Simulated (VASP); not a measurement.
Wanted: the native input for a VASP 6.6.1 run.

* Task: single point
* Functional: r2SCAN
* Potentials or basis: VASP PAW PBE potentials, release 64 (Al, N)
* Cutoff: 520 eV
* k mesh: 15 × 15 × 15
* Occupations: fermi-dirac, width 0.08 eV
* Spin: no spin polarisation
* Dipole correction: no
* Further INCAR settings: ALGO = Normal; EDIFF = 1e-06; NBANDS = 11

The system is AlN (zincblende type).

```xyz
2
Lattice="0.0000 1.7901 1.7901 1.7901 0.0000 1.7901 1.7901 1.7901 0.0000" Properties=species:S:1:pos:R:3 pbc="T T T"
Al    0.0000    0.0000    0.0000
N     0.8951    0.8951    0.8951
```

One way to write it, as run:

POSCAR

```
AlN
1.0
    0.0000000000      1.7901195102      1.7901195102
    1.7901195102      0.0000000000      1.7901195102
    1.7901195102      1.7901195102      0.0000000000
Al N
1 1
Direct
    0.0000000000      0.0000000000      0.0000000000
    0.2500000000      0.2500000000      0.2500000000
```

INCAR.step1

```
  PREC = Accurate
  ENCUT = 520
  ISMEAR = -1
  SIGMA = 0.08
  LREAL = False
  LASPH = True
  NELM = 80
  NBANDS = 11
  GGA = PE
  ALGO = Normal
  EDIFF = 1E-4
  LWAVE = True
  LCHARG = False
```

INCAR.step2

```
  PREC = Accurate
  ENCUT = 520
  EDIFF = 1E-6
  ISMEAR = -1
  SIGMA = 0.08
  LREAL = False
  LASPH = True
  NELM = 80
  ALGO = Normal
  ISIF = 2
  LWAVE = False
  LCHARG = False
  METAGGA = R2SCAN
  LMIXTAU = True
  NBANDS = 11
  ISTART = 1
```

KPOINTS

```
regular mesh
0
Gamma
  15 15 15
```

Potentials or basis: VASP PAW PBE potentials, release 64 (Al, N).

The run is started by

```sh
$ cat potpaw_PBE.64/Al/POTCAR potpaw_PBE.64/N/POTCAR > POTCAR
$ cp INCAR.step1 INCAR
$ mpirun -np 1 vasp_std > vasp.out
$ cp INCAR.step2 INCAR
$ mpirun -np 1 vasp_std > vasp.out
```

It gave:

```yaml
Pressure: 389.9 GPa
Band_gap_on_the_k_mesh: 4.09 eV (least direct gap 6.38 eV)
```

Caveat: the cell stands under pressure; the PAW data sets were made with another functional, which shifts forces and pressure a little; an odd mesh through Γ misses points on the zone boundary, where band edges can lie.

Wall time 30 s on 1 thread of Intel(R) Xeon(R) Platinum 8488C (Sapphire Rapids) (shared host), peak memory 0.13 GiB.
